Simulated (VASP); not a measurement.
**TiSi: single point with r2SCAN**

TiSi:

```
CELL_PARAMETERS angstrom
1.76169 -2.05410 0.00000
1.76169 2.05410 0.00000
0.00000 0.00000 3.86099
ATOMIC_POSITIONS crystal
Ti 0.50000 0.50000 0.00000
Si 0.00000 0.00000 0.50000
```

This cell differs from its parent crystal: strain -0.030 along x and y, +0.015 along z.

* Program: VASP 6.6.1
* Task: single point
* Functional: r2SCAN
* Potentials or basis: VASP PAW PBE potentials, release 64 (Ti_sv, Si)
* Cutoff: 520 eV
* k mesh: 18 × 18 × 12
* Occupations: gaussian, width 0.15 eV
* Spin: no spin polarisation
* Dipole correction: no
* Further INCAR settings: ALGO = Normal; EDIFF = 1e-06; NBANDS = 15

- Pressure: 4.5 GPa
- Band gap on the k mesh: zero (bands 8 and 9 overlap by 1.93 eV)

Stress tensor (GPa, compression positive):
```
7.48 0.00 0.00
0.00 4.53 0.00
0.00 0.00 1.55
```

Levels at points of the mesh, in eV from the Fermi level:
```csv
k point,band 4,band 5,band 6,band 7,band 8,band 9,band 10,band 11,band 12,band 13
"(0.00, 0.00, 0.00)",-33.70,-12.86,-2.82,-2.45,-1.37,2.01,2.80,3.57,6.21,6.60
"(0.50, 0.00, 0.00)",-33.71,-8.09,-7.06,-3.41,-0.99,2.22,2.79,4.70,4.84,5.07
"(0.50, 0.50, 0.00)",-34.19,-5.92,-4.20,-1.63,-1.37,-1.09,-0.39,3.23,3.39,4.71
"(0.00, 0.00, 0.50)",-33.70,-11.54,-7.16,-1.10,0.29,1.06,2.20,3.66,7.39,9.00
"(0.50, 0.00, 0.50)",-33.71,-8.52,-5.61,-2.87,-1.94,1.34,2.35,2.35,3.48,6.57
"(0.50, 0.50, 0.50)",-34.21,-5.39,-4.13,-3.60,-2.86,2.34,2.62,2.81,4.18,4.71
```

It took 13 min on 1 thread of Intel(R) Xeon(R) Platinum 8259CL CPU @ 2.50GHz (Skylake/Cascade Lake) (shared host), peak memory 0.37 GiB.

Caveat: the cell differs from its parent crystal (strain -0.030 along x and y, +0.015 along z); the cell stands under pressure; the PAW data sets were made with another functional, which shifts forces and pressure a little.
